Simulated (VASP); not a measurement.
# In3GaAs4 (P-4m2) in VASP: single point with PBE

Aim: the single point of In3GaAs4 with PBE.

All numbers are computed with VASP 6.6.1; they aren't measurements. Logs are shortened: lines on timing, memory, paths and dates and some standing lists are left out, and cuts for length are marked.

### Step 1. The cell of the first run

The structure is tetragonal, space group P-4m2 (No. 115). The conventional cell has a = 4.237 Å, b = 4.237 Å, c = 12.029 Å, α = 90.00°, β = 90.00°, γ = 90.00°. Within 3.3 Å of Ga (site symmetry -4m2) lie 4 As at 2.50 Å. Within 3.3 Å of As (site symmetry 2mm) lie 2 Ga at 2.50 Å and 2 In at 2.63 Å. As (site symmetry 2mm) has 4 In at 2.63 Å within 3.5 Å. In (site symmetry 2mm) has 4 As at 2.63 Å within 3.5 Å. In (site symmetry -4m2) has 4 As at 2.63 Å within 3.5 Å.

### Step 2. Single point, PBE, non-collinear spin, zero start, spin-orbit coupling

INCAR

```
SYSTEM = In3GaAs4
PREC = Accurate ; ENCUT = 500
EDIFF = 1E-6 ; ISMEAR = -1
SIGMA = 0.02 ; LREAL = .False.
LASPH = .True. ; NELM = 200
ALGO = Normal ; ISIF = 2
LWAVE = .False. ; LCHARG = .True.
MAGMOM = 0 0 0 0 0 0 0 0 0 0 0 0 0 0 0 0 0 0 0 0 0 0 0 0 ; LORBIT = 11
LSORBIT = .True. ; GGA_COMPAT = .False.
LORBMOM = .True. ; GGA = PE
LVHAR = .True. ; NBANDS = 90
KPAR = 4
```

KPOINTS

```
regular mesh
0
Gamma
  6 6 2
  0 0 0
```

POSCAR

```
In3GaAs4
1.0
    4.2370617339      0.0000000000      0.0000000000
    0.0000000000      4.2370617339      0.0000000000
    0.0000000000      0.0000000000     12.0291060044
Ga As In
1 4 3
Direct
    0.0000000000      0.0000000000      0.0000000000
    0.0000000000      0.5000000000      0.1110217118
    0.5000000000      0.0000000000      0.3705680706
    0.0000000000      0.5000000000      0.6294319294
    0.5000000000      0.0000000000      0.8889782882
    0.5000000000      0.5000000000      0.2412264170
    0.0000000000      0.0000000000      0.5000000000
    0.5000000000      0.5000000000      0.7587735830
```

Potentials or basis: VASP PAW PBE potentials, release 64 (Ga_d, As, In_d).

Run with:

```console
cat potpaw_PBE.64/Ga_d/POTCAR potpaw_PBE.64/As/POTCAR potpaw_PBE.64/In_d/POTCAR > POTCAR
mpirun -np 4 vasp_ncl > vasp.out
```

OUTCAR:

```text
SYSTEM = In3GaAs4
   PREC = Accurate
   ENCUT = 500
   EDIFF = 1E-6
   ISMEAR = -1
   LREAL = .False.
   LASPH = .True.
   NELM = 200
   ISIF = 2
   LORBIT = 11
   LSORBIT = .True.
   GGA = PE

 ion  position               nearest neighbor table
   1  0.000  0.000  0.000-   2 2.50   5 2.50   2 2.50   5 2.50
   2  0.000  0.500  0.111-   1 2.50   1 2.50   6 2.63   6 2.63
   3  0.500  0.000  0.371-   6 2.63   6 2.63   7 2.63   7 2.63
   4  0.000  0.500  0.629-   8 2.63   8 2.63   7 2.63   7 2.63
   5  0.500  0.000  0.889-   1 2.50   1 2.50   8 2.63   8 2.63
   6  0.500  0.500  0.241-   3 2.63   3 2.63   2 2.63   2 2.63
   7  0.000  0.000  0.500-   3 2.63   4 2.63   4 2.63   3 2.63
   8  0.500  0.500  0.759-   4 2.63   4 2.63   5 2.63   5 2.63

  LATTYP: Found a simple tetragonal cell.
 ALAT       =     4.2370617339
 C/A-ratio  =     2.8390207082

  Lattice vectors:

 A1 = (   4.2370617339,   0.0000000000,   0.0000000000)
 A2 = (   0.0000000000,   4.2370617339,   0.0000000000)
 A3 = (   0.0000000000,   0.0000000000,  12.0291060044)

Analysis of symmetry for initial positions (statically):
=====================================================================
 Subroutine PRICEL returns:
 Original cell was already a primitive cell.

 Routine SETGRP: Setting up the symmetry group for a
 simple tetragonal supercell.

 Subroutine GETGRP returns: Found  8 space group operations
 (whereof  8 operations were pure point group operations)
 out of a pool of 16 trial point group operations.

The static configuration has the point symmetry D_2d.

Analysis of symmetry for dynamics (positions and initial velocities):
=====================================================================
 Subroutine PRICEL returns:
 Original cell was already a primitive cell.

 Routine SETGRP: Setting up the symmetry group for a
 simple tetragonal supercell.

 Subroutine GETGRP returns: Found  8 space group operations
 (whereof  8 operations were pure point group operations)
 out of a pool of 16 trial point group operations.

The dynamic configuration has the point symmetry D_2d.

Analysis of structural, dynamic, and magnetic symmetry:
=====================================================================
 Subroutine PRICEL returns:
 Original cell was already a primitive cell.

 Routine SETGRP: Setting up the symmetry group for a
 simple tetragonal supercell.

 Subroutine GETGRP returns: Found  8 space group operations
 (whereof  8 operations were pure point group operations)
 out of a pool of 16 trial point group operations.

The overall configuration has the point symmetry D_2d.

 Subroutine INISYM returns: Found  8 space group operations
 (whereof  8 operations are pure point group operations),
 and found     1 'primitive' translations

----------------------------------------------------------------------------------------

                                     Primitive cell

  volume of cell :     215.9548

  direct lattice vectors                    reciprocal lattice vectors
     4.237061734  0.000000000  0.000000000     0.236012610  0.000000000  0.000000000
     0.000000000  4.237061734  0.000000000     0.000000000  0.236012610  0.000000000
     0.000000000  0.000000000 12.029106004     0.000000000  0.000000000  0.083131697

  length of vectors
     4.237061734  4.237061734 12.029106004     0.236012610  0.236012610  0.083131697

  position of ions in fractional coordinates (direct lattice)
     0.000000000  0.000000000  0.000000000
     0.000000000  0.500000000  0.111021712
     0.500000000  0.000000000  0.370568071
     0.000000000  0.500000000  0.629431929
     0.500000000  0.000000000  0.888978288
     0.500000000  0.500000000  0.241226417
     0.000000000  0.000000000  0.500000000
     0.500000000  0.500000000  0.758773583

  ion indices of the primitive-cell ions
   primitive index   ion index
[... 1881 lines left out ...]
  -------------------------------------------------------------------------------------
  Total        3.1257460      3.1257460      3.0764698      0.0000000      0.0000000      0.0000000
  in kB       23.1900310     23.1900310     22.8244493      0.0000000      0.0000000      0.0000000
  external PRESSURE =      23.0681704 kB  Pullay stress =       0.0000000 kB

 VOLUME and BASIS-vectors are now :
 -----------------------------------------------------------------------------
  energy-cutoff  :      500.00
  volume of cell :      215.95
      direct lattice vectors                 reciprocal lattice vectors
     4.237061734  0.000000000  0.000000000     0.236012610  0.000000000  0.000000000
     0.000000000  4.237061734  0.000000000     0.000000000  0.236012610  0.000000000
     0.000000000  0.000000000 12.029106004     0.000000000  0.000000000  0.083131697

 POSITION                                       TOTAL-FORCE (eV/Angst)
 -----------------------------------------------------------------------------------
      0.00000      0.00000      0.00000        -0.000000      0.000000     -0.000000
      0.00000      2.11853      1.33549        -0.000000      0.000000      0.005761
      2.11853      0.00000      4.45760         0.000000      0.000000      0.002657
      0.00000      2.11853      7.57150        -0.000000      0.000000     -0.002657
      2.11853      0.00000     10.69361        -0.000000      0.000000     -0.005761
      2.11853      2.11853      2.90174        -0.000000      0.000000      0.002721
      0.00000      0.00000      6.01455         0.000000      0.000000     -0.000000
      2.11853      2.11853      9.12737        -0.000000     -0.000000     -0.002721
 -----------------------------------------------------------------------------------
    total drift:                                0.000000     -0.000000      0.000000

  FREE ENERGIE OF THE ION-ELECTRON SYSTEM (eV)
  ---------------------------------------------------
  free  energy   TOTEN  =       -31.3919647639 eV

  energy  without entropy=      -31.3914126314  energy(sigma->0) =      -31.39168870

 orbital moment (x)

 # of ion     p       d       tot
 ----------------------------------------
  1         0.000   0.000   0.000
  2         0.000   0.000   0.000
  3         0.000  -0.000  -0.000
  4         0.000   0.000   0.000
  5         0.000  -0.000  -0.000
  6         0.000   0.000   0.000
  7        -0.000   0.000  -0.000
  8         0.000   0.000   0.000
 ----------------------------------------
           -0.000  -0.000  -0.000

 orbital moment (y)

 # of ion     p       d       tot
 ----------------------------------------
  1        -0.000  -0.000  -0.000
  2         0.000  -0.000   0.000
  3        -0.000  -0.000  -0.000
  4         0.000  -0.000  -0.000
  5         0.000  -0.000   0.000
  6         0.000  -0.000   0.000
  7        -0.000   0.000  -0.000
  8        -0.000  -0.000  -0.000
 ----------------------------------------
           -0.000  -0.000  -0.000

 orbital moment (z)

 # of ion     p       d       tot
 ----------------------------------------
  1         0.000   0.000   0.000
  2         0.000   0.000   0.000
  3         0.000   0.000   0.000
  4         0.000   0.000   0.000
  5        -0.000   0.000  -0.000
  6         0.000   0.000   0.000
  7         0.000   0.000   0.000
  8         0.000   0.000   0.000
 ----------------------------------------
           -0.000   0.000  -0.000

 Spin-Orbit-Coupling matrix elements

 Ion:    1  E_soc:     -0.0115322
 l=   1
     0.0000000    -0.0010914    -0.0011257
    -0.0010914     0.0000000    -0.0010914
    -0.0011257    -0.0010914     0.0000000
 l=   2
     0.0000000    -0.0001654     0.0000000    -0.0001654    -0.0006571
    -0.0001654     0.0000000    -0.0004969    -0.0001557    -0.0001601
     0.0000000    -0.0004969     0.0000000    -0.0004969     0.0000000
    -0.0001654    -0.0001557    -0.0004969     0.0000000    -0.0001601
    -0.0006571    -0.0001601     0.0000000    -0.0001601     0.0000000
 l=   3
     0.0000000     0.0000000     0.0000000     0.0000000     0.0000000     0.0000000     0.0000000
     0.0000000     0.0000000     0.0000000     0.0000000     0.0000000     0.0000000     0.0000000
     0.0000000     0.0000000     0.0000000     0.0000000     0.0000000     0.0000000     0.0000000
     0.0000000     0.0000000     0.0000000     0.0000000     0.0000000     0.0000000     0.0000000
[... 129 lines left out ...]
 l=   2
     0.0000000    -0.0012823     0.0000000    -0.0012826    -0.0051355
    -0.0012823     0.0000000    -0.0038500    -0.0012819    -0.0012999
     0.0000000    -0.0038500     0.0000000    -0.0038503     0.0000000
    -0.0012826    -0.0012819    -0.0038503     0.0000000    -0.0013046
    -0.0051355    -0.0012999     0.0000000    -0.0013046     0.0000000
 l=   3
     0.0000000     0.0000000     0.0000000     0.0000000     0.0000000     0.0000000     0.0000000
     0.0000000     0.0000000     0.0000000     0.0000000     0.0000000     0.0000000     0.0000000
     0.0000000     0.0000000     0.0000000     0.0000000     0.0000000     0.0000000     0.0000000
     0.0000000     0.0000000     0.0000000     0.0000000     0.0000000     0.0000000     0.0000000
     0.0000000     0.0000000     0.0000000     0.0000000     0.0000000     0.0000000     0.0000000
     0.0000000     0.0000000     0.0000000     0.0000000     0.0000000     0.0000000     0.0000000
     0.0000000     0.0000000     0.0000000     0.0000000     0.0000000     0.0000000     0.0000000

 total charge

# of ion       s       p       d       tot
------------------------------------------
    1        0.885   0.721   9.985  11.591
    2        1.220   1.554   0.024   2.798
    3        1.221   1.565   0.022   2.807
    4        1.221   1.565   0.022   2.807
    5        1.220   1.554   0.024   2.798
    6        0.850   0.727   9.886  11.462
    7        0.849   0.723   9.887  11.459
    8        0.850   0.727   9.886  11.462
--------------------------------------------------
tot          8.315   9.136  39.735  57.186

 magnetization (x)

# of ion       s       p       d       tot
------------------------------------------
    1        0.000   0.000   0.000   0.000
    2        0.000   0.000   0.000   0.000
    3        0.000   0.000   0.000   0.000
    4        0.000   0.000   0.000   0.000
    5        0.000   0.000   0.000   0.000
    6        0.000   0.000   0.000   0.000
    7        0.000   0.000   0.000   0.000
    8        0.000   0.000   0.000   0.000
--------------------------------------------------
tot          0.000   0.000   0.000   0.000

 magnetization (y)

# of ion       s       p       d       tot
------------------------------------------
    1        0.000   0.000   0.000   0.000
    2        0.000   0.000   0.000   0.000
    3        0.000   0.000  -0.000   0.000
    4       -0.000   0.000   0.000  -0.000
    5        0.000   0.000   0.000   0.000
    6        0.000  -0.000   0.000  -0.000
    7        0.000   0.000   0.000   0.000
    8        0.000   0.000   0.000   0.000
--------------------------------------------------
tot          0.000  -0.000   0.000  -0.000

 magnetization (z)

# of ion       s       p       d       tot
------------------------------------------
    1       -0.000   0.000  -0.000  -0.000
    2       -0.000   0.000  -0.000  -0.000
    3        0.000   0.000   0.000   0.000
    4        0.000   0.000   0.000   0.000
    5       -0.000  -0.000   0.000  -0.000
    6        0.000  -0.000   0.000  -0.000
    7       -0.000  -0.000   0.000  -0.000
    8        0.000   0.000   0.000   0.000
--------------------------------------------------
tot         -0.000   0.000  -0.000  -0.000
```

Wall time 11 min (4 MPI ranks of Intel Xeon Platinum 8259CL at 2.50GHz (Skylake/Cascade Lake), shared host); peak memory 1 GiB.

Results:

```yaml
Free_energy: -31.3920 eV
Pressure: 2.3 GPa
Largest_force: 0.006 eV/Å
Net_moment: 0.00 μB per cell
Valence_electrons_inside_the_program's_atomic_spheres: Ga 11.59; As 2.80, 2.81 (each value once); In 11.46
```

Forces on the atoms (eV/Å):
```
Ga   0.000  0.000  0.000
As   0.000  0.000  0.006
As   0.000  0.000  0.003
As   0.000  0.000 -0.003
As   0.000  0.000 -0.006
In   0.000  0.000  0.003
In   0.000  0.000  0.000
In   0.000  0.000 -0.003
```

Moments on the atoms (μB; x, y, z):
```
Ga  0.00 0.00 0.00
As  0.00 0.00 0.00
As  0.00 0.00 0.00
As  0.00 0.00 0.00
As  0.00 0.00 0.00
In  0.00 0.00 0.00
In  0.00 0.00 0.00
In  0.00 0.00 0.00
```
